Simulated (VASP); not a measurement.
# Rh in VASP: single point with LDA

Aim: the single point of Rh with LDA.

Everything below comes from runs of VASP 6.6.1. Logs are shortened: lines on timing, memory, paths and dates and some standing lists are left out, and cuts for length are marked.

### Step 1. The cell of the first run

The cell holds a slab with vacuum, 3 atoms: a = 2.708 Å, b = 2.708 Å, c = 17.830 Å, α = 90.00°, β = 90.00°, γ = 90.00°.

### Step 2. Single point, LDA

The input, INCAR:

```
SYSTEM = Rh
PREC     = Accurate       ! precision mode
ENCUT    = 460            ! plane-wave cutoff, eV
EDIFF    = 1E-6           ! SCF threshold, eV
ISMEAR   = 0              ! smearing method
SIGMA    = 0.1            ! smearing width, eV
LREAL    = .FALSE.        ! projectors in reciprocal space
LASPH    = .TRUE.         ! aspherical terms in the spheres
NELM     = 120            ! most SCF steps
ALGO     = Normal         ! electronic algorithm
ISIF     = 2              ! what is computed and relaxed
LWAVE    = .FALSE.        ! write WAVECAR
LCHARG   = .TRUE.         ! write CHGCAR
LDIPOL   = .TRUE.       
IDIPOL   = 3            
DIPOL    = 0.5 0.5 0.491
GGA      = CA             ! functional
LELF     = .TRUE.         ! ELF
LVHAR    = .TRUE.       
LVACPOTAV= .TRUE.       
NBANDS   = 32             ! bands
GGA_COMPAT= .FALSE.      
NELMDL   = -8
```

The input, KPOINTS:

```
regular mesh
0
G
  11 11 1
  0 0 0
```

The input, POSCAR:

```
Rh
1.0
    2.7082931626      0.0000000000      0.0000000000
    0.0000000000      2.7082931626      0.0000000000
    0.0000000000      0.0000000000     17.8301049214
Rh
3
Direct
    0.5000000000      0.5000000000      0.3925944368
    0.0000000000      0.0000000000      0.4910359787
    0.5000000000      0.5000000000      0.5894643521
```

Potentials or basis: VASP PAW LDA potentials, release 64 (Rh_sv_GW).

The run is started by

```console
> cat potpaw_LDA.64/Rh_sv_GW/POTCAR > POTCAR
> mpirun -np 1 vasp_std > vasp.out
```

OUTCAR:

```text
SYSTEM = Rh
   PREC = Accurate
   ENCUT = 460
   EDIFF = 1E-6
   ISMEAR = 0
   LREAL = .FALSE.
   LASPH = .TRUE.
   NELM = 120
   ISIF = 2
   GGA = CA
   NELMDL = -8

 ion  position               nearest neighbor table
   1  0.500  0.500  0.393-   2 2.60   2 2.60   2 2.60   2 2.60
   2  0.000  0.000  0.491-   3 2.60   3 2.60   3 2.60   3 2.60   1 2.60   1 2.60   1 2.60   1 2.60

   3  0.500  0.500  0.589-   2 2.60   2 2.60   2 2.60   2 2.60

  LATTYP: Found a simple tetragonal cell.
 ALAT       =     2.7082931626
 C/A-ratio  =     6.5835210042

  Lattice vectors:

 A1 = (   2.7082931626,   0.0000000000,   0.0000000000)
 A2 = (   0.0000000000,   2.7082931626,   0.0000000000)
 A3 = (   0.0000000000,   0.0000000000,  17.8301049214)

Analysis of symmetry for initial positions (statically):
=====================================================================
 Subroutine PRICEL returns:
 Original cell was already a primitive cell.

 Routine SETGRP: Setting up the symmetry group for a
 simple tetragonal supercell.

 Subroutine GETGRP returns: Found  8 space group operations
 (whereof  8 operations were pure point group operations)
 out of a pool of 16 trial point group operations.

The static configuration has the point symmetry C_4v.

Analysis of symmetry for dynamics (positions and initial velocities):
=====================================================================
 Subroutine PRICEL returns:
 Original cell was already a primitive cell.

 Routine SETGRP: Setting up the symmetry group for a
 simple tetragonal supercell.

 Subroutine GETGRP returns: Found  8 space group operations
 (whereof  8 operations were pure point group operations)
 out of a pool of 16 trial point group operations.

The dynamic configuration has the point symmetry C_4v.

 Subroutine INISYM returns: Found  8 space group operations
 (whereof  8 operations are pure point group operations),
 and found     1 'primitive' translations

----------------------------------------------------------------------------------------

                                     Primitive cell

  volume of cell :     130.7812

  direct lattice vectors                    reciprocal lattice vectors
     2.708293163  0.000000000  0.000000000     0.369236246  0.000000000  0.000000000
     0.000000000  2.708293163  0.000000000     0.000000000  0.369236246  0.000000000
     0.000000000  0.000000000 17.830104921     0.000000000  0.000000000  0.056084920

  length of vectors
     2.708293163  2.708293163 17.830104921     0.369236246  0.369236246  0.056084920

  position of ions in fractional coordinates (direct lattice)
     0.500000000  0.500000000  0.392594437
     0.000000000  0.000000000  0.491035979
     0.500000000  0.500000000  0.589464352

  ion indices of the primitive-cell ions
   primitive index   ion index
                 1           1
                 2           2
                 3           3

----------------------------------------------------------------------------------------

 KPOINTS: regular mesh

Automatic generation of k-mesh.
 Grid dimensions read from file:
 generate k-points for:   11   11    1

 Generating k-lattice:

  Cartesian coordinates                     Fractional coordinates (reciprocal lattice)
     0.033566931  0.000000000  0.000000000     0.090909091  0.000000000  0.000000000
     0.000000000  0.033566931  0.000000000     0.000000000  0.090909091  0.000000000
     0.000000000  0.000000000  0.056084920     0.000000000  0.000000000  1.000000000

  Length of vectors
     0.033566931  0.033566931  0.056084920

  Shift w.r.t. Gamma in fractional coordinates (k-lattice)
     0.000000000  0.000000000  0.000000000

 Subroutine IBZKPT returns following result:
 ===========================================

 Found     21 irreducible k-points:

 Following reciprocal coordinates:
            Coordinates               Weight
  0.000000  0.000000  0.000000      1.000000
  0.090909  0.000000  0.000000      4.000000
  0.181818  0.000000  0.000000      4.000000
  0.272727  0.000000  0.000000      4.000000
  0.363636  0.000000  0.000000      4.000000
  0.454545  0.000000  0.000000      4.000000
[... 13 lines left out ...]
  0.454545  0.363636  0.000000      8.000000
  0.454545  0.454545  0.000000      4.000000
   k-points           NKPTS =     21   k-points in BZ     NKDIM =     21   number of bands    NBANDS=     32
   number of dos      NEDOS =    301   number of ions     NIONS =      3
   total plane-waves  NPLWV =  50400
   dimension x,y,z NGX =    20 NGY =   20 NGZ =  126
   dimension x,y,z NGXF=    40 NGYF=   40 NGZF=  252
   ions per type =               3
   NGX,Y,Z   is equivalent  to a cutoff of  12.28, 12.28, 11.75 a.u.
   NGXF,Y,Z  is equivalent  to a cutoff of  24.55, 24.55, 23.50 a.u.
 SYSTEM =  Rh
   PREC   = accura    normal or accurate (medium, high low for compatibility)
   ISTART =      0    job   : 0-new  1-cont  2-samecut
   ICHARG =      2    charge: 1-file 2-atom 10-const
   ISPIN  =      1    spin polarized calculation?
   LNONCOLLINEAR =      F non collinear calculations
   LSORBIT =      F    spin-orbit coupling
   LASPH  =      T    aspherical Exc in radial PAW
   ENCUT  =  460.0 eV  33.81 Ry    5.81 a.u.   4.74  4.74 31.18*2*pi/ulx,y,z
   NELM   =    120;   NELMIN=  2; NELMDL= -8     # of ELM steps
   EDIFF  = 0.1E-05   stopping-criterion for ELM
   LREAL  =      F    real-space projection
   EDIFFG = 0.1E-04   stopping-criterion for IOM
   NSW    =      0    number of steps for IOM
   IBRION =     -1    ionic relax: 0-MD 1-quasi-New 2-CG
   NFREE  =      0    steps in history (QN), initial steepest desc. (CG)
   ISIF   =      2    stress and relaxation
   ISYM   =      2    0-nonsym 1-usesym 2-fastsym
   POTIM  = 0.5000    time-step for ionic-motion
   TEBEG  =    0.0;   TEEND  =   0.0 temperature during run
   PSTRESS=    0.0 pullay stress
   NELECT =      51.0000    total number of electrons
   NUPDOWN=      -1.0000    fix difference up-down
   EMIN   =  10.00;   EMAX   =-10.00  energy-range for DOS
   EFERMI =   0.00;   METHOD = LEGACY
   ISMEAR =     0;   SIGMA  =   0.10  broadening in eV -4-tet -1-fermi 0-gaus
   EFERMI_NEDOS =   21; number of points for ismear=-14 and -15
   IALGO  =     38    algorithm
   IMIX   =      4    mixing-type and parameters
     AMIX     =   0.40;   BMIX     =  1.00
     AMIX_MAG =   1.60;   BMIX_MAG =  1.00
  volume/ion in A,a.u.               =      43.59       294.18
  Fermi-wavevector in a.u.,A,eV,Ry     =   1.196051  2.260209 19.463661  1.430539
  Thomas-Fermi vector in A             =   2.332001
   LORBIT       =      0    0 simple, 1 ext, 2 COOP (PROOUT), +10 PAW based schemes
   GGA     = CA    functional components
   LHFCALC =     F    Hartree Fock is set to
   AEXX    =    0.0000 exact exchange contribution
   IVDW    =     0    specifies the selected vdW correction
   LEPSILON=     F    determine dielectric tensor
   LRPA    =     F    only Hartree local field effects (RPA)
 non-spin polarized calculation
 Gauss-broadening in eV      SIGMA  =   0.10
  energy-cutoff  :      460.00
  volume of cell :      130.78
 maximum number of plane-waves:      2971
 NGX is ok and might be reduce to    20
   NGX =  9   NGY =  9   NGZ = 63

 dipolmoment           0.000000      0.000000      0.000013 electrons x Angstroem

 number of electron      51.0000006 magnetization

 dipolmoment           0.000000      0.000000     -0.000011 electrons x Angstroem

 Free energy of the ion-electron system (eV)
  ---------------------------------------------------
  ext. energy  EPLUGINS =         0.00000000
  ---------------------------------------------------
  free energy    TOTEN  =       -20.74063199 eV

  energy without entropy =      -20.71535601  energy(sigma->0) =      -20.72799400

 E-fermi :  -0.2517     XC(G=0):  -5.5931

 val. band max:       -0.2567874656   @ k =   0.4545   0.4545   0.0000
 cond. band min:      -0.2124242496   @ k =   0.1818   0.0909   0.0000
 fundamental gap:      0.0443632160
 Fermi energy:        -0.2517234664

 k-point     1 :       0.0000    0.0000    0.0000
  band No.  band energies     occupation
      1     -78.9204      2.00000
      2     -78.1070      2.00000
      3     -78.0982      2.00000
      4     -47.1010      2.00000
      5     -46.8998      2.00000
      6     -46.8998      2.00000
[... 24 lines left out ...]
     31       2.5592      0.00000
     32       4.9206      0.00000

 k-point     2 :       0.0909    0.0000    0.0000
  band No.  band energies     occupation
      1     -78.9168      2.00000
      2     -78.1041      2.00000
      3     -78.0961      2.00000
      4     -47.0970      2.00000
      5     -46.9369      2.00000
      6     -46.8950      2.00000
[... 24 lines left out ...]
     31       3.1865      0.00000
     32       5.0946      0.00000

 k-point     3 :       0.1818    0.0000    0.0000
  band No.  band energies     occupation
      1     -78.9074      2.00000
      2     -78.0964      2.00000
      3     -78.0904      2.00000
      4     -47.0896      2.00000
      5     -47.0321      2.00000
      6     -46.8822      2.00000
[... 24 lines left out ...]
     31       4.2394      0.00000
     32       5.6102      0.00000

 k-point     4 :       0.2727    0.0000    0.0000
  band No.  band energies     occupation
      1     -78.8950      2.00000
      2     -78.0864      2.00000
      3     -78.0829      2.00000
      4     -47.1493      2.00000
      5     -47.0858      2.00000
      6     -46.8654      2.00000
[... 24 lines left out ...]
     31       5.2733      0.00000
     32       6.4460      0.00000

 k-point     5 :       0.3636    0.0000    0.0000
  band No.  band energies     occupation
      1     -78.8835      2.00000
      2     -78.0771      2.00000
      3     -78.0760      2.00000
      4     -47.2526      2.00000
      5     -47.0906      2.00000
      6     -46.8498      2.00000
[... 479 lines left out ...]
     31       7.0887      0.00000
     32       7.1489      0.00000

 k-point    19 :       0.3636    0.3636    0.0000
  band No.  band energies     occupation
      1     -78.8529      2.00000
      2     -78.0480      2.00000
      3     -78.0478      2.00000
      4     -47.2061      2.00000
      5     -47.2022      2.00000
      6     -46.9812      2.00000
[... 24 lines left out ...]
     31       7.0951      0.00000
     32       9.1778      0.00000

 k-point    20 :       0.4545    0.3636    0.0000
  band No.  band energies     occupation
      1     -78.8472      2.00000
      2     -78.0429      2.00000
      3     -78.0424      2.00000
      4     -47.2635      2.00000
      5     -47.1986      2.00000
      6     -46.9614      2.00000
[... 24 lines left out ...]
     31       8.1981      0.00000
     32       8.4275      0.00000

 k-point    21 :       0.4545    0.4545    0.0000
  band No.  band energies     occupation
      1     -78.8418      2.00000
      2     -78.0375      2.00000
      3     -78.0370      2.00000
      4     -47.2581      2.00000
      5     -47.2574      2.00000
      6     -46.9320      2.00000
[... 24 lines left out ...]
     31       8.6648      0.00000
     32       9.8555      0.00000

------------------------ aborting loop because EDIFF is reached ----------------------------------------

  FORCE on cell =-STRESS in cart. coord.  units (eV):
  Direction    XX          YY          ZZ          XY          YZ          ZX
  --------------------------------------------------------------------------------------
  -------------------------------------------------------------------------------------
  Total       -4.8827313     -4.8827313     -0.6949272      0.0000000     -0.0000000     -0.0000000
  in kB      -59.8174872    -59.8174872     -8.5134315      0.0000000     -0.0000000     -0.0000000
  external PRESSURE =     -42.7161353 kB  Pullay stress =       0.0000000 kB

 VOLUME and BASIS-vectors are now :
 -----------------------------------------------------------------------------
  energy-cutoff  :      460.00
  volume of cell :      130.78
      direct lattice vectors                 reciprocal lattice vectors
     2.708293163  0.000000000  0.000000000     0.369236246  0.000000000  0.000000000
     0.000000000  2.708293163  0.000000000     0.000000000  0.369236246  0.000000000
     0.000000000  0.000000000 17.830104921     0.000000000  0.000000000  0.056084920

 POSITION                                       TOTAL-FORCE (eV/Angst)
 -----------------------------------------------------------------------------------
      1.35415      1.35415      7.00000         0.000000     -0.000000     -0.026395
      0.00000      0.00000      8.75522         0.000000      0.000000     -0.002064
      1.35415      1.35415     10.51021         0.000000     -0.000000      0.028460
 -----------------------------------------------------------------------------------
    total drift:                                0.000000      0.000000     -0.004039

  FREE ENERGIE OF THE ION-ELECTRON SYSTEM (eV)
  ---------------------------------------------------
  free  energy   TOTEN  =       -20.7406319873 eV

  energy  without entropy=      -20.7153560086  energy(sigma->0) =      -20.72799400

 vacuum level on the upper side and lower side of the slab         5.045         5.045
```

Run time: 64 s. Hardware: 1 thread of Intel Xeon 6975P-C (Granite Rapids), shared host; peak memory 0.21 GiB.

Results:

```
Free energy            : -20.7406 eV
Largest force          : 0.028 eV/Å
Band gap on the k mesh : zero (an odd number of electrons rules out a gap without spin polarisation)
```

Forces on the atoms (eV/Å):
```
Rh   0.000  0.000 -0.026
Rh   0.000  0.000 -0.002
Rh   0.000  0.000  0.028
```

Levels at points of the mesh, in eV from the Fermi level:
```csv
k point,band 23,band 24,band 25,band 26,band 27,band 28
"(0.00, 0.00, 0.00)",-0.94,-0.93,-0.93,0.10,0.50,0.65
```

The gap in the log of VASP goes by the Fermi energy; the results here count the filled bands.